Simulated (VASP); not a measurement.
# Pt (P6_3/mmc) in VASP: a series of runs

The runs below take Pt through single point, with r2SCAN.

Everything below comes from runs of VASP 6.6.1. Logs are shortened: lines on timing, memory, paths and dates and some standing lists are left out, and cuts for length are marked.

## 1. The cell of the first run

Symmetry: P6_3/mmc, No. 194, hexagonal system. Conventional cell: a = 3.037 Å, b = 3.037 Å, c = 4.792 Å, α = 90.00°, β = 90.00°, γ = 120.00°. Pt (site symmetry -6m2) has 12 Pt at 2.97 to 3.04 Å within 3.9 Å.

This isn't the form of Pt at room conditions, which is fcc.

## 2. Single point, r2SCAN (strain +0.1000 x Voigt [1, 1, 0, 0, 0, 0])

File POSCAR:

```
Pt
1.0
    3.0367321774      0.0000000000      0.0000000000
   -1.5183660887      2.6298872101      0.0000000000
    0.0000000000      0.0000000000      4.7921340000
Pt
2
Direct
    0.6666666667      0.3333333333      0.7500000000
    0.3333333333      0.6666666667      0.2500000000
```

File INCAR.step1:

```
SYSTEM = Pt
PREC = Accurate
ENCUT = 520
ISMEAR = 0
SIGMA = 0.15
LREAL = .FALSE.
LASPH = .TRUE.
NELM = 60
NBANDS = 17
GGA = PE
ALGO = Normal
EDIFF = 1E-4
LWAVE = .TRUE.
LCHARG = .FALSE.
```

File INCAR.step2:

```
SYSTEM = Pt
PREC = Accurate
ENCUT = 520
EDIFF = 1E-6
ISMEAR = 0
SIGMA = 0.15
LREAL = .FALSE.
LASPH = .TRUE.
NELM = 60
ALGO = Normal
ISIF = 2
LWAVE = .FALSE.
LCHARG = .TRUE.
METAGGA = R2SCAN
LMIXTAU = .TRUE.
LELF = .TRUE.
LVHAR = .TRUE.
NBANDS = 17
ISTART = 1
```

File KPOINTS:

```
regular mesh
0
G
  18 18 10
  0 0 0
```

Potentials or basis: VASP PAW PBE potentials, release 64 (Pt).

The run is started by

```
cat potpaw_PBE.64/Pt/POTCAR > POTCAR
cp INCAR.step1 INCAR
mpirun -np 1 vasp_std > vasp.out
cp INCAR.step2 INCAR
mpirun -np 1 vasp_std > vasp.out
```

OUTCAR:

```text
SYSTEM = Pt
   PREC = Accurate
   ENCUT = 520
   EDIFF = 1E-6
   ISMEAR = 0
   LREAL = .FALSE.
   LASPH = .TRUE.
   NELM = 60
   ISIF = 2
   METAGGA = R2SCAN
   ISTART = 1

 ion  position               nearest neighbor table
   1  0.667  0.333  0.750-   2 2.97   2 2.97   2 2.97   2 2.97   2 2.97   2 2.97
   2  0.333  0.667  0.250-   1 2.97   1 2.97   1 2.97   1 2.97   1 2.97   1 2.97

  LATTYP: Found a hexagonal cell.
 ALAT       =     3.0367321774
 C/A-ratio  =     1.5780561867

  Lattice vectors:

 A1 = (   3.0367321774,   0.0000000000,   0.0000000000)
 A2 = (  -1.5183660887,   2.6298872101,   0.0000000000)
 A3 = (   0.0000000000,   0.0000000000,   4.7921340000)

Analysis of symmetry for initial positions (statically):
=====================================================================
 Subroutine PRICEL returns:
 Original cell was already a primitive cell.

 Routine SETGRP: Setting up the symmetry group for a
 hexagonal supercell.

 Subroutine GETGRP returns: Found 24 space group operations
 (whereof 12 operations were pure point group operations)
 out of a pool of 24 trial point group operations.

The static configuration has the point symmetry D_3d.
 The point group associated with its full space group is D_6h.

Analysis of symmetry for dynamics (positions and initial velocities):
=====================================================================
 Subroutine PRICEL returns:
 Original cell was already a primitive cell.

 Routine SETGRP: Setting up the symmetry group for a
 hexagonal supercell.

 Subroutine GETGRP returns: Found 24 space group operations
 (whereof 12 operations were pure point group operations)
 out of a pool of 24 trial point group operations.

The dynamic configuration has the point symmetry D_3d.
 The point group associated with its full space group is D_6h.

 Subroutine INISYM returns: Found 24 space group operations
 (whereof 12 operations are pure point group operations),
 and found     1 'primitive' translations

----------------------------------------------------------------------------------------

                                     Primitive cell

  volume of cell :      38.2712

  direct lattice vectors                    reciprocal lattice vectors
     3.036732177  0.000000000  0.000000000     0.329301348  0.190122222  0.000000000
    -1.518366089  2.629887210  0.000000000     0.000000000  0.380244444  0.000000000
[... 83 lines left out ...]
   ENCUT  =  520.0 eV  38.22 Ry    6.18 a.u.   5.65  5.65  8.91*2*pi/ulx,y,z
   NELM   =     60;   NELMIN=  2; NELMDL=  0     # of ELM steps
   EDIFF  = 0.1E-05   stopping-criterion for ELM
   LREAL  =      F    real-space projection
   EDIFFG = 0.1E-04   stopping-criterion for IOM
   NSW    =      0    number of steps for IOM
   IBRION =     -1    ionic relax: 0-MD 1-quasi-New 2-CG
   NFREE  =      0    steps in history (QN), initial steepest desc. (CG)
   ISIF   =      2    stress and relaxation
   ISYM   =      2    0-nonsym 1-usesym 2-fastsym
   POTIM  = 0.5000    time-step for ionic-motion
   TEBEG  =    0.0;   TEEND  =   0.0 temperature during run
   PSTRESS=    0.0 pullay stress
   NELECT =      20.0000    total number of electrons
   NUPDOWN=      -1.0000    fix difference up-down
   EMIN   =  10.00;   EMAX   =-10.00  energy-range for DOS
   EFERMI =   0.00;   METHOD = LEGACY
   ISMEAR =     0;   SIGMA  =   0.15  broadening in eV -4-tet -1-fermi 0-gaus
   EFERMI_NEDOS =   21; number of points for ismear=-14 and -15
   IALGO  =     38    algorithm
   IMIX   =      4    mixing-type and parameters
     AMIX     =   0.40;   BMIX     =  1.00
     AMIX_MAG =   1.60;   BMIX_MAG =  1.00
  volume/ion in A,a.u.               =      19.14       129.13
  Fermi-wavevector in a.u.,A,eV,Ry     =   1.318643  2.491874 23.658082  1.738820
  Thomas-Fermi vector in A             =   2.448598
   LORBIT       =      0    0 simple, 1 ext, 2 COOP (PROOUT), +10 PAW based schemes
   METAGGA = R2SCAN    functional components
   LHFCALC =     F    Hartree Fock is set to
   AEXX    =    0.0000 exact exchange contribution
   IVDW    =     0    specifies the selected vdW correction
   LEPSILON=     F    determine dielectric tensor
   LRPA    =     F    only Hartree local field effects (RPA)
 non-spin polarized calculation
 Gauss-broadening in eV      SIGMA  =   0.15
  energy-cutoff  :      520.00
  volume of cell :       38.27
 maximum number of plane-waves:      1085
 NGX is ok and might be reduce to    24
   NGX = 11   NGY = 11   NGZ = 17

 number of electron      20.0000003 magnetization

 Free energy of the ion-electron system (eV)
  ---------------------------------------------------
  ext. energy  EPLUGINS =         0.00000000
  ---------------------------------------------------
  free energy    TOTEN  =      -101.90895225 eV

  energy without entropy =     -101.83875447  energy(sigma->0) =     -101.87385336

 E-fermi :   7.0064     XC(G=0): -12.9732

 val. band max:        7.0061654014   @ k =   0.2222   0.0000   0.0000
 cond. band min:       7.0065542649   @ k =   0.3889   0.2222   0.3000
 fundamental gap:      0.0003888636
 Fermi energy:         7.0063788076

 k-point     1 :       0.0000    0.0000    0.0000
  band No.  band energies     occupation
      1      -0.9621      2.00000
      2       1.7876      2.00000
      3       4.4815      2.00000
      4       4.4815      2.00000
      5       4.5544      2.00000
      6       4.8592      2.00000
[... 457 lines left out ...]
      4       4.1543      2.00000
      5       4.5565      2.00000
      6       4.7472      2.00000
[... 9 lines left out ...]
     16      18.1528      0.00000
     17      20.8231      0.00000

 [... further k-points ...]

------------------------ aborting loop because EDIFF is reached ----------------------------------------

  FORCE on cell =-STRESS in cart. coord.  units (eV):
  Direction    XX          YY          ZZ          XY          YZ          ZX
  --------------------------------------------------------------------------------------
  -------------------------------------------------------------------------------------
  Total       -7.6328463     -7.6328463     -6.9315997     -0.0000000      0.0000000      0.0000000
  in kB     -319.5394848   -319.5394848   -290.1826820     -0.0000000      0.0000000      0.0000000
  external PRESSURE =    -309.7538839 kB  Pullay stress =       0.0000000 kB

 VOLUME and BASIS-vectors are now :
 -----------------------------------------------------------------------------
  energy-cutoff  :      520.00
  volume of cell :       38.27
      direct lattice vectors                 reciprocal lattice vectors
     3.036732177  0.000000000  0.000000000     0.329301348  0.190122222  0.000000000
    -1.518366089  2.629887210  0.000000000     0.000000000  0.380244444  0.000000000
     0.000000000  0.000000000  4.792134000     0.000000000  0.000000000  0.208675300

 POSITION                                       TOTAL-FORCE (eV/Angst)
 -----------------------------------------------------------------------------------
      1.51837      0.87663      3.59410         0.000000      0.000000     -0.000000
     -0.00000      1.75326      1.19803        -0.000000     -0.000000      0.000000
 -----------------------------------------------------------------------------------
    total drift:                               -0.000000      0.000000     -0.000000

  FREE ENERGIE OF THE ION-ELECTRON SYSTEM (eV)
  ---------------------------------------------------
  free  energy   TOTEN  =      -101.9089522492 eV

  energy  without entropy=     -101.8387544723  energy(sigma->0) =     -101.87385336
```

OUTCAR.step1:

```text
SYSTEM = Pt
   PREC = Accurate
   ENCUT = 520
   ISMEAR = 0
   LREAL = .FALSE.
   LASPH = .TRUE.
[... 705 lines left out ...]
      1.51837      0.87663      3.59410         0.000000      0.000000      0.000000
     -0.00000      1.75326      1.19803        -0.000000      0.000000      0.000000
 -----------------------------------------------------------------------------------
    total drift:                               -0.000000      0.000000     -0.000000

  FREE ENERGIE OF THE ION-ELECTRON SYSTEM (eV)
  ---------------------------------------------------
  free  energy   TOTEN  =       -11.3198573729 eV

  energy  without entropy=      -11.2473458623  energy(sigma->0) =      -11.28360162
```

Wall time 3.9 min (1 thread of Intel Xeon Platinum 8375C at 2.90GHz (Ice Lake), shared host); peak memory 0.26 GiB.

Results:

```
Free energy            : -101.9090 eV
Pressure               : -31.0 GPa
Band gap on the k mesh : zero (bands 10 and 11 overlap by 0.84 eV)
```

Levels at points of the mesh, in eV from the Fermi level:
```csv
k point,band 7,band 8,band 9,band 10,band 11,band 12,band 13,band 14
"(0.00, 0.00, 0.00)",-2.15,-1.88,-1.88,-0.22,-0.22,0.91,4.90,15.65
"(0.50, 0.00, 0.00)",-1.92,-0.14,0.12,0.16,1.87,2.82,7.45,8.82
"(0.00, 0.00, 0.50)",-2.66,-2.66,-0.68,-0.68,-0.68,-0.68,13.19,13.19
"(0.50, 0.00, 0.50)",-0.50,-0.50,0.03,0.03,1.96,1.96,5.21,5.21
```

Caveat: the cell differs from its parent crystal (strain +0.1000 x Voigt [1, 1, 0, 0, 0, 0]); the cell stands under tension; the PAW data sets were made with another functional, which shifts forces and pressure a little; spin-orbit coupling is left out, which moves the levels of the heavy elements.

## 3. Single point, r2SCAN (strain -0.1000 x Voigt [1, 1, 0, 0, 0, 0])

File POSCAR:

```
Pt
1.0
    2.4845990542      0.0000000000      0.0000000000
   -1.2422995271      2.1517258992      0.0000000000
    0.0000000000      0.0000000000      4.7921340000
Pt
2
Direct
    0.6666666667      0.3333333333      0.7500000000
    0.3333333333      0.6666666667      0.2500000000
```

File INCAR.step1:

```
SYSTEM = Pt
PREC = Accurate
ENCUT = 520
ISMEAR = 0
SIGMA = 0.15
LREAL = .False.
LASPH = .True.
NELM = 60
NBANDS = 17
GGA = PE
ALGO = Normal
EDIFF = 1E-4
LWAVE = .True.
LCHARG = .False.
```

File INCAR.step2:

```
SYSTEM = Pt
PREC = Accurate
ENCUT = 520
EDIFF = 1E-6
ISMEAR = 0
SIGMA = 0.15
LREAL = .False.
LASPH = .True.
NELM = 60
ALGO = Normal
ISIF = 2
LWAVE = .False.
LCHARG = .True.
METAGGA = R2SCAN
LMIXTAU = .True.
LELF = .True.
LVHAR = .True.
NBANDS = 17
ISTART = 1
```

File KPOINTS:

```
regular mesh
0
Gamma
  18 18 10
  0 0 0
```

Potentials or basis: VASP PAW PBE potentials, release 64 (Pt).

The run is started by

```
cat potpaw_PBE.64/Pt/POTCAR > POTCAR
cp INCAR.step1 INCAR
mpirun -np 1 vasp_std > vasp.out
cp INCAR.step2 INCAR
mpirun -np 1 vasp_std > vasp.out
```

Run time: 4.1 min. Hardware: 1 thread of Intel Xeon Platinum 8488C (Sapphire Rapids), shared host; peak memory 0.2 GiB.

Results (log left out):

| Property | Result |
| --- | --- |
| Free energy | -101.2703 eV |
| Pressure | 96.6 GPa |
| Band gap on the k mesh | zero (bands 10 and 11 overlap by 2.48 eV) |

Stress tensor (GPa, compression positive):
```
123.83   0.00   0.00
  0.00 123.83   0.00
  0.00   0.00  42.29
```

Levels at points of the mesh, in eV from the Fermi level:
```
           k point  band 7  band 8  band 9  band 10  band 11  band 12  band 13  band 14
(0.00, 0.00, 0.00)   -4.65   -2.32   -1.65    -1.65    -0.14    -0.14     4.92    14.58
(0.50, 0.00, 0.00)   -3.09   -0.35    1.34     1.49     3.16     5.05     9.43     9.65
(0.00, 0.00, 0.50)   -4.90   -4.90   -0.79    -0.79    -0.79    -0.79    11.64    11.64
(0.50, 0.00, 0.50)   -1.34   -1.34    1.42     1.42     1.93     1.93     9.46     9.46
```

Caveat: the cell differs from its parent crystal (strain -0.1000 x Voigt [1, 1, 0, 0, 0, 0]); the cell stands under pressure; the PAW data sets were made with another functional, which shifts forces and pressure a little; spin-orbit coupling is left out, which moves the levels of the heavy elements.

## 4. Single point, r2SCAN (strain -0.0750 x Voigt [1, 1, 0, 0, 0, 0])

File POSCAR:

```
Pt
1.0
    2.5536156946      0.0000000000      0.0000000000
   -1.2768078473      2.2114960630      0.0000000000
    0.0000000000      0.0000000000      4.7921340000
Pt
2
Direct
    0.6666666667      0.3333333333      0.7500000000
    0.3333333333      0.6666666667      0.2500000000
```

File INCAR.step1:

```
  ALGO = Normal
  EDIFF = 1E-4
  ENCUT = 520
  GGA = PE
  ISMEAR = 0
  LASPH = True
  LCHARG = False
  LREAL = False
  LWAVE = True
  NBANDS = 17
  NELM = 100
  PREC = Accurate
  SIGMA = 0.15
```

File INCAR.step2:

```
  ALGO = Normal
  EDIFF = 1E-6
  ENCUT = 520
  ISIF = 2
  ISMEAR = 0
  ISTART = 1
  LASPH = True
  LCHARG = True
  LELF = True
  LMIXTAU = True
  LREAL = False
  LVHAR = True
  LWAVE = False
  METAGGA = R2SCAN
  NBANDS = 17
  NELM = 100
  PREC = Accurate
  SIGMA = 0.15
```

File KPOINTS:

```
k-points
0
Gamma
  18 18 10
```

The run is started by

```
cat potpaw_PBE.64/Pt/POTCAR > POTCAR
cp INCAR.step1 INCAR
mpirun -np 1 vasp_std > vasp.out
cp INCAR.step2 INCAR
mpirun -np 1 vasp_std > vasp.out
```

Run time: 3.9 min. Hardware: 1 thread of Intel Xeon Platinum 8488C (Sapphire Rapids), shared host; peak memory 0.21 GiB.

It converged, with:

```yaml
Free_energy: -102.1440 eV
Pressure: 57.8 GPa
Band_gap_on_the_k_mesh: zero (bands 10 and 11 overlap by 2.08 eV)
```

Stress tensor (GPa, compression positive):
```
73.04  0.00  0.00
 0.00 73.04  0.00
 0.00  0.00 27.35
```

Levels at points of the mesh, in eV from the Fermi level:
```csv
k point,band 6,band 7,band 8,band 9,band 10,band 11,band 12,band 13,band 14,band 15
"(0.00, 0.00, 0.00)",-4.22,-4.22,-1.83,-1.75,-1.75,-0.20,-0.20,4.94,15.12,16.13
"(0.50, 0.00, 0.00)",-3.52,-2.96,-0.27,0.99,1.16,2.95,4.77,8.92,9.44,11.68
"(0.00, 0.00, 0.50)",-4.50,-4.50,-4.50,-0.84,-0.84,-0.84,-0.84,11.90,11.90,16.60
"(0.50, 0.00, 0.50)",-2.12,-1.18,-1.18,1.08,1.08,1.88,1.88,8.69,8.69,14.68
```

Caveat: the cell differs from its parent crystal (strain -0.0750 x Voigt [1, 1, 0, 0, 0, 0]); the cell stands under pressure; the PAW data sets were made with another functional, which shifts forces and pressure a little; spin-orbit coupling is left out, which moves the levels of the heavy elements.

(Part 1 of 2 ends here.)
